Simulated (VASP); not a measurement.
# GaP (F-43m) in VASP: a series of runs

The runs below take GaP through single point, with PBEsol.

Everything below comes from runs of VASP 6.6.1. Logs are shortened: lines on timing, memory, paths and dates and some standing lists are left out, and cuts for length are marked.

**The experiment to reproduce.**

“Stacking defects in GaP nanowires: Electronic structure and optical properties”, 2018, arxiv:1810.01194 quotes, for a bulk crystal of GaP at 10 K: band gap 2.34 eV (indirect).

How close the calculation comes is told below.

**1. The cell of the first run**

Symmetry: F-43m, No. 216, cubic system. The conventional cell has a = 5.414 Å, b = 5.414 Å, c = 5.414 Å, α = 90.00°, β = 90.00°, γ = 90.00°. Ga (site symmetry -43m) has 4 P at 2.34 Å within 3.1 Å. Within 3.1 Å of P (site symmetry -43m) lie 4 Ga at 2.34 Å.

**2. Single point, PBEsol**

File INCAR:

```
  PREC = Accurate
  ENCUT = 520
  EDIFF = 1E-6
  ISMEAR = -1
  SIGMA = 0.05
  LREAL = False
  LASPH = True
  NELM = 100
  ALGO = Normal
  ISIF = 2
  LWAVE = False
  LCHARG = False
  GGA = PS
  NBANDS = 16
```

File KPOINTS:

```
Automatic mesh
0
Gamma
  8 8 8
```

File POSCAR:

```
GaP
1.0
    0.0000000000      2.7069591804      2.7069591804
    2.7069591804      0.0000000000      2.7069591804
    2.7069591804      2.7069591804      0.0000000000
Ga P
1 1
Direct
    0.0000000000      0.0000000000      0.0000000000
    0.7500000000      0.7500000000      0.7500000000
```

Potentials or basis: VASP PAW PBE potentials, release 64 (Ga_d, P).

On the command line:

```console
> cat potpaw_PBE.64/Ga_d/POTCAR potpaw_PBE.64/P/POTCAR > POTCAR
> mpirun -np 1 vasp_std > vasp.out
```

OUTCAR:

```text
PREC = Accurate
   ENCUT = 520
   EDIFF = 1E-6
   ISMEAR = -1
   LREAL = False
   LASPH = True
   NELM = 100
   ISIF = 2
   GGA = PS

 ion  position               nearest neighbor table
   1  0.000  0.000  0.000-   2 2.34   2 2.34   2 2.34   2 2.34
   2  0.750  0.750  0.750-   1 2.34   1 2.34   1 2.34   1 2.34

  LATTYP: Found a face centered cubic cell.
 ALAT       =     5.4139183608

  Lattice vectors:

 A1 = (   0.0000000000,   2.7069591804,   2.7069591804)
 A2 = (   2.7069591804,   0.0000000000,   2.7069591804)
 A3 = (   2.7069591804,   2.7069591804,   0.0000000000)

Analysis of symmetry for initial positions (statically):
[... 5 lines left out ...]
 face centered cubic supercell.

 Subroutine GETGRP returns: Found 24 space group operations
 (whereof 24 operations were pure point group operations)
 out of a pool of 48 trial point group operations.

The static configuration has the point symmetry T_d .

Analysis of symmetry for dynamics (positions and initial velocities):
[... 5 lines left out ...]
 face centered cubic supercell.

 Subroutine GETGRP returns: Found 24 space group operations
 (whereof 24 operations were pure point group operations)
 out of a pool of 48 trial point group operations.

The dynamic configuration has the point symmetry T_d .

 Subroutine INISYM returns: Found 24 space group operations
 (whereof 24 operations are pure point group operations),
 and found     1 'primitive' translations

----------------------------------------------------------------------------------------

                                     Primitive cell

  volume of cell :      39.6712

  direct lattice vectors                    reciprocal lattice vectors
     0.000000000  2.706959180  2.706959180    -0.184709102  0.184709102  0.184709102
     2.706959180  0.000000000  2.706959180     0.184709102 -0.184709102  0.184709102
     2.706959180  2.706959180  0.000000000     0.184709102  0.184709102 -0.184709102

  length of vectors
     3.828218386  3.828218386  3.828218386     0.319925550  0.319925550  0.319925550

  position of ions in fractional coordinates (direct lattice)
     0.000000000  0.000000000  0.000000000
     0.750000000  0.750000000  0.750000000

  ion indices of the primitive-cell ions
   primitive index   ion index
                 1           1
                 2           2

----------------------------------------------------------------------------------------

 KPOINTS: Automatic mesh

Automatic generation of k-mesh.
 Grid dimensions read from file:
 generate k-points for:    8    8    8

 Generating k-lattice:

  Cartesian coordinates                     Fractional coordinates (reciprocal lattice)
    -0.023088638  0.023088638  0.023088638     0.125000000  0.000000000  0.000000000
     0.023088638 -0.023088638  0.023088638     0.000000000  0.125000000  0.000000000
     0.023088638  0.023088638 -0.023088638     0.000000000  0.000000000  0.125000000

  Length of vectors
     0.039990694  0.039990694  0.039990694

  Shift w.r.t. Gamma in fractional coordinates (k-lattice)
     0.000000000  0.000000000  0.000000000

 Subroutine IBZKPT returns following result:
 ===========================================

 Found     29 irreducible k-points:

 Following reciprocal coordinates:
            Coordinates               Weight
  0.000000  0.000000  0.000000      1.000000
  0.125000  0.000000  0.000000      8.000000
  0.250000  0.000000  0.000000      8.000000
  0.375000  0.000000  0.000000      8.000000
  0.500000  0.000000  0.000000      4.000000
  0.125000  0.125000  0.000000      6.000000
[... 16 lines left out ...]
  0.500000  0.250000  0.125000     48.000000
 -0.375000  0.250000  0.125000     24.000000
 [... further k-points ...]
   k-points           NKPTS =     29   k-points in BZ     NKDIM =     29   number of bands    NBANDS=     16
   number of dos      NEDOS =    301   number of ions     NIONS =      2
   total plane-waves  NPLWV =  21952
   dimension x,y,z NGX =    28 NGY =   28 NGZ =   28
   dimension x,y,z NGXF=    56 NGYF=   56 NGZF=   56
   ions per type =               1   1
   NGX,Y,Z   is equivalent  to a cutoff of  12.16, 12.16, 12.16 a.u.
   NGXF,Y,Z  is equivalent  to a cutoff of  24.32, 24.32, 24.32 a.u.
 SYSTEM =  unknown system
   PREC   = accura    normal or accurate (medium, high low for compatibility)
   ISTART =      0    job   : 0-new  1-cont  2-samecut
   ICHARG =      2    charge: 1-file 2-atom 10-const
   ISPIN  =      1    spin polarized calculation?
   LNONCOLLINEAR =      F non collinear calculations
   LSORBIT =      F    spin-orbit coupling
   LASPH  =      T    aspherical Exc in radial PAW
   ENCUT  =  520.0 eV  38.22 Ry    6.18 a.u.   7.12  7.12  7.12*2*pi/ulx,y,z
   NELM   =    100;   NELMIN=  2; NELMDL= -5     # of ELM steps
   EDIFF  = 0.1E-05   stopping-criterion for ELM
   LREAL  =      F    real-space projection
   EDIFFG = 0.1E-04   stopping-criterion for IOM
   NSW    =      0    number of steps for IOM
   IBRION =     -1    ionic relax: 0-MD 1-quasi-New 2-CG
   NFREE  =      0    steps in history (QN), initial steepest desc. (CG)
   ISIF   =      2    stress and relaxation
   ISYM   =      2    0-nonsym 1-usesym 2-fastsym
   POTIM  = 0.5000    time-step for ionic-motion
   TEBEG  =    0.0;   TEEND  =   0.0 temperature during run
   PSTRESS=    0.0 pullay stress
   NELECT =      18.0000    total number of electrons
   NUPDOWN=      -1.0000    fix difference up-down
   EMIN   =  10.00;   EMAX   =-10.00  energy-range for DOS
   EFERMI =   0.00;   METHOD = LEGACY
   ISMEAR =    -1;   SIGMA  =   0.05  broadening in eV -4-tet -1-fermi 0-gaus
   EFERMI_NEDOS =   21; number of points for ismear=-14 and -15
   IALGO  =     38    algorithm
   IMIX   =      4    mixing-type and parameters
     AMIX     =   0.40;   BMIX     =  1.00
     AMIX_MAG =   1.60;   BMIX_MAG =  1.00
  volume/ion in A,a.u.               =      19.84       133.86
  Fermi-wavevector in a.u.,A,eV,Ry     =   1.257981  2.377239 21.531428  1.582515
  Thomas-Fermi vector in A             =   2.391613
   LORBIT       =      0    0 simple, 1 ext, 2 COOP (PROOUT), +10 PAW based schemes
   GGA     = PS    functional components
   LHFCALC =     F    Hartree Fock is set to
   AEXX    =    0.0000 exact exchange contribution
   IVDW    =     0    specifies the selected vdW correction
   LEPSILON=     F    determine dielectric tensor
   LRPA    =     F    only Hartree local field effects (RPA)
 non-spin polarized calculation
  energy-cutoff  :      520.00
  volume of cell :       39.67
 maximum number of plane-waves:      1090
   NGX = 15   NGY = 15   NGZ = 15

 number of electron      18.0000008 magnetization

 Free energy of the ion-electron system (eV)
  ---------------------------------------------------
  ext. energy  EPLUGINS =         0.00000000
  ---------------------------------------------------
  free energy    TOTEN  =        -9.91929249 eV

  energy without entropy =       -9.91929248  energy(sigma->0) =       -9.91929249

 E-fermi :   5.4917     XC(G=0): -10.1130

 val. band max:        4.7772225015   @ k =   0.0000   0.0000   0.0000
 cond. band min:       6.2513089998   @ k =   0.5000   0.5000   0.0000
 fundamental gap:      1.4740864983
 Fermi energy:         5.4917252983

 k-point     1 :       0.0000    0.0000    0.0000
  band No.  band energies     occupation
      1      -9.8003      2.00000
      2      -9.8003      2.00000
      3      -9.8003      2.00000
      4      -9.6932      2.00000
      5      -9.6932      2.00000
      6      -7.9016      2.00000
[... 8 lines left out ...]
     15      14.5777      0.00000
     16      14.5777      0.00000

 k-point     2 :       0.1250    0.0000    0.0000
  band No.  band energies     occupation
      1      -9.8157      2.00000
      2      -9.7952      2.00000
      3      -9.7952      2.00000
      4      -9.6933      2.00000
      5      -9.6933      2.00000
      6      -7.6921      2.00000
[... 8 lines left out ...]
     15      13.9084      0.00000
     16      14.3598      0.00000

 k-point     3 :       0.2500    0.0000    0.0000
  band No.  band energies     occupation
      1      -9.8490      2.00000
      2      -9.7844      2.00000
      3      -9.7844      2.00000
      4      -9.6919      2.00000
      5      -9.6919      2.00000
      6      -7.0983      2.00000
[... 8 lines left out ...]
     15      13.7155      0.00000
     16      14.5461      0.00000

 k-point     4 :       0.3750    0.0000    0.0000
  band No.  band energies     occupation
      1      -9.8785      2.00000
      2      -9.7762      2.00000
      3      -9.7762      2.00000
      4      -9.6879      2.00000
      5      -9.6879      2.00000
      6      -6.2639      2.00000
[... 8 lines left out ...]
     15      14.9526      0.00000
     16      14.9526      0.00000

 k-point     5 :       0.5000    0.0000    0.0000
  band No.  band energies     occupation
      1      -9.8899      2.00000
      2      -9.7737      2.00000
      3      -9.7737      2.00000
      4      -9.6853      2.00000
      5      -9.6853      2.00000
      6      -5.7433      2.00000
[... 8 lines left out ...]
     15      16.5108      0.00000
     16      16.5108      0.00000

 k-point     6 :       0.1250    0.1250    0.0000
  band No.  band energies     occupation
      1      -9.8252      2.00000
      2      -9.7904      2.00000
      3      -9.7904      2.00000
      4      -9.6978      2.00000
      5      -9.6898      2.00000
      6      -7.6228      2.00000
[... 8 lines left out ...]
     15      14.7428      0.00000
     16      14.8257      0.00000
[... 267 lines left out ...]
 k-point    21 :       0.5000    0.5000    0.0000
  band No.  band energies     occupation
      1      -9.9269      2.00000
      2      -9.7332      2.00000
      3      -9.7297      2.00000
      4      -9.7297      2.00000
      5      -9.6697      2.00000
      6      -4.8047      2.00000
[... 8 lines left out ...]
     15      17.2383      0.00000
     16      17.8143      0.00000

 k-point    22 :       0.3750    0.2500    0.1250
  band No.  band energies     occupation
      1      -9.8735      2.00000
      2      -9.7716      2.00000
      3      -9.7673      2.00000
      4      -9.7053      2.00000
      5      -9.6835      2.00000
      6      -6.5937      2.00000
[... 8 lines left out ...]
     15      15.9330      0.00000
     16      17.1750      0.00000

 k-point    23 :       0.5000    0.2500    0.1250
  band No.  band energies     occupation
      1      -9.8899      2.00000
      2      -9.7677      2.00000
      3      -9.7574      2.00000
      4      -9.7030      2.00000
      5      -9.6836      2.00000
      6      -5.8058      2.00000
[... 8 lines left out ...]
     15      16.3299      0.00000
     16      17.6099      0.00000

 k-point    24 :      -0.3750    0.2500    0.1250
  band No.  band energies     occupation
      1      -9.8960      2.00000
      2      -9.7672      2.00000
      3      -9.7540      2.00000
      4      -9.6991      2.00000
      5      -9.6854      2.00000
      6      -5.3213      2.00000
[... 8 lines left out ...]
     15      16.7474      0.00000
     16      17.3340      0.00000

 [... further k-points ...]
[... 5 lines left out ...]
  --------------------------------------------------------------------------------------
  -------------------------------------------------------------------------------------
  Total        0.2705784      0.2705784      0.2705784     -0.0000000      0.0000000      0.0000000
  in kB       10.9276963     10.9276963     10.9276963     -0.0000000      0.0000000      0.0000000
  external PRESSURE =      10.9276963 kB  Pullay stress =       0.0000000 kB

 VOLUME and BASIS-vectors are now :
 -----------------------------------------------------------------------------
  energy-cutoff  :      520.00
  volume of cell :       39.67
      direct lattice vectors                 reciprocal lattice vectors
     0.000000000  2.706959180  2.706959180    -0.184709102  0.184709102  0.184709102
     2.706959180  0.000000000  2.706959180     0.184709102 -0.184709102  0.184709102
     2.706959180  2.706959180  0.000000000     0.184709102  0.184709102 -0.184709102

 POSITION                                       TOTAL-FORCE (eV/Angst)
 -----------------------------------------------------------------------------------
      0.00000      0.00000      0.00000         0.000000      0.000000      0.000000
      4.06044      4.06044      4.06044        -0.000000     -0.000000     -0.000000
 -----------------------------------------------------------------------------------
    total drift:                               -0.000000     -0.000000     -0.000000

  FREE ENERGIE OF THE ION-ELECTRON SYSTEM (eV)
  ---------------------------------------------------
  free  energy   TOTEN  =        -9.9192924941 eV

  energy  without entropy=       -9.9192924818  energy(sigma->0) =       -9.91929249
```

Run time: 7.2 s. Hardware: 1 thread of Intel Xeon 6975P-C (Granite Rapids), shared host; peak memory 0.16 GiB.

Results:

```yaml
Free_energy: -9.9193 eV
Pressure: 1.1 GPa
Band_gap_on_the_k_mesh: 1.47 eV, indirect (least direct gap 1.92 eV)
```

Caveat: the PAW data sets were made with another functional, which shifts forces and pressure a little.

(Part 1 of 2 ends here.)
